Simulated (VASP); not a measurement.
KMgF3, 5 atoms in the cell. Symmetry: Pm-3m, No. 221, cubic system. The conventional cell has a = 4.137 Å, b = 4.137 Å, c = 4.137 Å, α = 90.00°, β = 90.00°, γ = 90.00°. K (site symmetry m-3m) has 12 F at 2.93 Å and 8 Mg at 3.58 Å within 3.9 Å. Within 2.7 Å of Mg (site symmetry m-3m) lie 6 F at 2.07 Å. Within 2.7 Å of F (site symmetry 4/mmm) lie 2 Mg at 2.07 Å. 

```yaml
Program: VASP 6.6.1
Task: single point
Functional: RPBE
Potentials_or_basis: VASP PAW PBE potentials, release 64 (K_sv, Mg, F)
Cutoff: 520 eV
k_mesh: 6 × 6 × 6
Occupations: gaussian, width 0.01 eV
Spin: no spin polarisation
Dipole_correction: no
Further_INCAR_settings: ALGO = Normal; EDIFF = 1e-06; NBANDS = 24
```

Potentials or basis: VASP PAW PBE potentials, release 64 (K_sv, Mg, F).

Command:

```console
$ cat potpaw_PBE.64/K_sv/POTCAR potpaw_PBE.64/Mg/POTCAR potpaw_PBE.64/F/POTCAR > POTCAR
$ mpirun -np 1 vasp_std > vasp.out
```

Hardware: 1 thread of AMD EPYC 9R45 96-Core Processor (Zen 5) (shared host).

**Question.** Estimate the wall time of this run.

**Answer.** Run time: 16 s on 1 thread of AMD EPYC 9R45 96-Core Processor (Zen 5), on a shared host, peak memory 0.16 GiB. Counts: scf iterations 13, k points 20.
